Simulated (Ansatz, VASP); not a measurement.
**One calculation of ZnAg, two programs**

INCAR

```
SYSTEM = ZnAg
PREC = Accurate
ENCUT = 520
EDIFF = 1E-6
ISMEAR = -1
SIGMA = 0.03
LREAL = .FALSE.
LASPH = .TRUE.
NELM = 80
ALGO = Normal
ISIF = 2
LWAVE = .FALSE.
LCHARG = .TRUE.
GGA = CA
LELF = .TRUE.
LVHAR = .TRUE.
NBANDS = 18
```

The input KPOINTS:

```
regular mesh
0
G
  12 12 12
  0 0 0
```

File POSCAR:

```
ZnAg
1.0
    3.1560000000      0.0000000000      0.0000000000
    0.0000000000      3.1560000000      0.0000000000
    0.0000000000      0.0000000000      3.1560000000
Zn Ag
1 1
Direct
    0.5000000000      0.5000000000      0.5000000000
    0.0000000000      0.0000000000      0.0000000000
```

Input for Ansatz:

```yaml
crystal:
  lattice:
    - [3.156, 0.0, 0.0]
    - [0.0, 3.156, 0.0]
    - [0.0, 0.0, 3.156]
  atoms:
    - { symbol: Zn, position: [0.5, 0.5, 0.5] }
    - { symbol: Ag, position: [0.0, 0.0, 0.0] }
kpoints:
  mp_grid: { grid: [12, 12, 12] }
  band_path:
    path:
      - [0.0, 0.0, 0.0]
      - [0.0, 0.5, 0.0]
      - [0.5, 0.5, 0.0]
      - [0.0, 0.0, 0.0]
      - [0.5, 0.5, 0.5]
      - [0.0, 0.5, 0.0]
      - [0.5, 0.5, 0.5]
      - [0.5, 0.5, 0.0]
    npoints: 14
scf:
  occupations: { method: fermi_dirac, width: 0.03 }
hamiltonian:
  xc: lda
  pseudopotentials: { kind: all_electron, lapw: { basis_error: 0.00025 } }
output:
  forces: true
  stress: true
  eigenvalues: true
  populations: true
  dos: { projected: true, de: 0.2, e_range: [-14, 8] }
```

Alike in both runs: task single point; functional LDA; k mesh 12 × 12 × 12; occupations fermi-dirac, width 0.03 eV; no spin polarisation.

|  | VASP | Ansatz |
| --- | --- | --- |
| version | VASP 6.6.1 | Ansatz 0.2.0 |
| potentials or method | VASP PAW LDA potentials, release 64 (Zn, Ag), cutoff 520 eV | all-electron LAPW, scalar-relativistic |

VASP gave:

```
pressure (GPa) : -7.6
```

**Question.** Which values does Ansatz return?

**Answer.** Pressure (GPa): -8.1.

LDA's correlation is that of Perdew and Zunger in VASP and of Perdew and Wang (1992) in Ansatz. Ansatz ran all-electron here, and VASP with PAW potentials.
